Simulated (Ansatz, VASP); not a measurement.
Two plane-wave programs on HfSiF

```
Hf Si F
1.0
     3.73499    0.00000    0.00000
    -1.86750    3.23460    0.00000
     0.00000    0.00000    8.08395
Hf Si F
2 2 2
Direct
  0.00000 0.00000 0.57423
  0.00000 0.00000 0.07423
  0.66667 0.33333 0.82760
  0.33333 0.66667 0.32760
  0.33333 0.66667 0.64295
  0.66667 0.33333 0.14295
```

Change from the starting cell: species swapped into the GdSbPd type (P6_3mc, No. 186).

Alike in both runs: functional PBE; k mesh 12 × 12 × 6; occupations gaussian, width 0.1 eV; no spin polarisation.

Ansatz relaxed the structure, and its values are those at the end. VASP's run is a single point on that final structure, the one shown.

|  | VASP | Ansatz |
| --- | --- | --- |
| version | VASP 6.6.1 | Ansatz 0.2.0 |
| potentials or method | VASP PAW PBE potentials, release 64 (Hf_pv, Si, F), cutoff 520 eV | scalar-relativistic, plane waves, PAW |
| valence electrons in the cell | 42 | 74 |

Ansatz gave:

```
gap on the k mesh at the Fermi level (eV) : none
pressure (GPa)                            : 0.0
rms of the force components (eV/Å)        : 0.002
```

Task: What did VASP give for the same quantities?

Result: gap on the k mesh at the Fermi level (eV): none; pressure (GPa): -1.4; rms of the force components (eV/Å): 0.034.

A gap of «none» marks a metal or a gap that the smearing closes. With one functional, cell and mesh, what is left measures potentials, basis and numerics. VASP's potentials hold 42 valence electrons a cell and Ansatz's 74, so a difference there can come from the potentials and not from the codes.

Neither program's run includes spin-orbit coupling.
